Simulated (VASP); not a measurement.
Runs of VASP 6.6.1 on Ga3AsP2. The structure is that of space group P3m1 (No. 156), or close to it. The cells are those of the table. 

| task | cell | k mesh | cutoff (eV) | smearing | gap on the mesh (eV) | pressure (GPa) | largest force (eV/Å) |
| --- | --- | --- | --- | --- | --- | --- | --- |
| single point | a = 3.868, b = 3.868, c = 9.480 Å, angles 90.0, 90.0, 120.0°, 6 atoms | 12 × 12 × 4 | 520 | gaussian 0.02 eV | 1.32 | 5.1 | 0.02 |
| single point | a = 3.908, b = 3.908, c = 9.579 Å, angles 90.0, 90.0, 120.0°, 6 atoms | 12 × 12 × 4 | 520 | gaussian 0.02 eV | 1.17 | 2.4 | 0.01 |
| single point | a = 3.950, b = 3.950, c = 9.663 Å, angles 90.0, 90.0, 120.0°, 6 atoms | 6 × 6 × 2 | 520 | gaussian 0.1 eV | 0.95 | (c) | 0.02 |
| relaxation of cell and atoms | relaxed from a = 3.834, b = 3.834, c = 9.392 Å, angles 90.0, 90.0, 120.0°, 6 atoms | 6 × 6 × 2 | 600 | gaussian 0.1 eV | 0.93 | -0.1 | 0.03 |
| single point | a = 3.834, b = 3.834, c = 9.392 Å, angles 90.0, 90.0, 120.0°, 6 atoms | 6 × 6 × 2 | 520 | gaussian 0.1 eV | 1.46 | (a) | (b) |

Alike in all rows: level PBE; potentials or basis VASP PAW PBE potentials, release 64 (Ga_d, P, As); no spin polarisation.

Task: Fill in the values left out.

Result: (a) 7.9; (b) 0.81; (c) 0.1.

A k mesh can miss the band edges, and the runs leave out spin-orbit coupling on As, Ga.
